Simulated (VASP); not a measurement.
Wanted: the native input for a VASP 6.6.1 run.

| Item | Value |
| --- | --- |
| Task | single point |
| Functional | PBE0 |
| Potentials or basis | VASP PAW PBE potentials, release 64 (In_d, As) |
| Cutoff | 520 eV |
| k mesh | 4 × 4 × 4 |
| Occupations | gaussian, width 0.1 eV |
| Spin | no spin polarisation |
| Dipole correction | no |
| Grid for exact exchange (PRECFOCK) | Normal |
| Further INCAR settings | ALGO = Normal; EDIFF = 1e-06; NBANDS = 16 |

InAs:

```xyz
2
Lattice="0.0000 3.0439 3.0439 3.0439 0.0000 3.0439 3.0439 3.0439 0.0000" Properties=species:S:1:pos:R:3 pbc="T T T"
In    0.0000    0.0000    0.0000
As    1.5219    1.5219    1.5219
```

The input as run:

POSCAR

```
InAs
1.0
    0.0000000000      3.0438898531      3.0438898531
    3.0438898531      0.0000000000      3.0438898531
    3.0438898531      3.0438898531      0.0000000000
In As
1 1
Direct
    0.0000000000      0.0000000000      0.0000000000
    0.2500000000      0.2500000000      0.2500000000
```

INCAR.step1

```
PREC = Accurate
ENCUT = 520
EDIFF = 1E-5
ISMEAR = 0
SIGMA = 0.1
LREAL = False
LASPH = True
NELM = 80
ALGO = Normal
ISIF = 2
LWAVE = True
LCHARG = False
NBANDS = 16
GGA = PE
```

INCAR.step2

```
PREC = Accurate
ENCUT = 520
EDIFF = 1E-6
ISMEAR = 0
SIGMA = 0.1
LREAL = False
LASPH = True
NELM = 80
ALGO = Normal
ISIF = 2
LWAVE = False
LCHARG = False
GGA = PE
LHFCALC = True
AEXX = 0.25
PRECFOCK = Normal
NBANDS = 16
ISTART = 1
```

KPOINTS

```
Automatic mesh
0
Gamma
  4 4 4
```

Potentials or basis: VASP PAW PBE potentials, release 64 (In_d, As).

The run is started by

```console
$ cat potpaw_PBE.64/In_d/POTCAR potpaw_PBE.64/As/POTCAR > POTCAR
$ cp INCAR.step1 INCAR
$ mpirun -np 1 vasp_std > vasp.out
$ cp INCAR.step2 INCAR
$ mpirun -np 1 vasp_std > vasp.out
```

It gave:

```
Pressure               : 0.3 GPa
Band gap on the k mesh : 1.14 eV, direct
```

Caveat: the k points lie up to 0.45 Å⁻¹ apart; the PAW data sets were made with another functional, which shifts forces and pressure a little; spin-orbit coupling is left out, which moves the levels of the heavy elements.

It took 5 min on 1 thread of AMD EPYC 9R45 (Zen 5), on a shared host, peak memory 0.16 GiB.
